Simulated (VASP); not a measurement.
Input of a VASP 6.6.1 run:

INCAR

```
SYSTEM = MoSe2
PREC = Accurate ; ENCUT = 550
EDIFF = 1E-8 ; ISMEAR = 0
SIGMA = 0.01 ; LREAL = .False.
LASPH = .True. ; NELM = 120
ALGO = Normal ; ISIF = 2
LWAVE = .False. ; LCHARG = .True.
METAGGA = R2SCAN ; LMIXTAU = .True.
NBANDS = 35 ; IBRION = 6
NFREE = 2 ; POTIM = 0.015
NSW = 1 ; GGA_COMPAT = .False.
KPAR = 4
```

File KPOINTS:

```
regular mesh
0
Gamma
  6 6 2
  0 0 0
```

The input POSCAR:

```
MoSe2
1.0
    3.3203816943      0.0000000000      0.0000000000
   -1.6601908472      2.8755348976      0.0000000000
    0.0000000000      0.0000000000     13.6387136346
Mo Se
2 4
Direct
    0.3333333333      0.6666666667      0.2500000000
    0.6666666667      0.3333333333      0.7500000000
    0.3333333333      0.6666666667      0.6287408414
    0.6666666667      0.3333333333      0.1287408414
    0.3333333333      0.6666666667      0.8712591586
    0.6666666667      0.3333333333      0.3712591586
```

Potentials or basis: VASP PAW PBE potentials, release 64 (Mo_sv, Se).

The run is started by

```console
$ cat potpaw_PBE.64/Mo_sv/POTCAR potpaw_PBE.64/Se/POTCAR > POTCAR
$ mpirun -np 4 vasp_std > vasp.out
```

Problem. What does it give for the highest phonon frequency at Γ, LO-TO splitting left out?

Solution. 354 cm⁻¹.

Phonon frequencies in cm⁻¹ (negative: imaginary):
```
              q point                                                     frequencies
(0.000, 0.000, 0.000)  0 0 0 17 17 28 167 167 168 168 244 245 285 285 285 285 352 354
```

Caveat: the k points lie up to 0.36 Å⁻¹ apart.
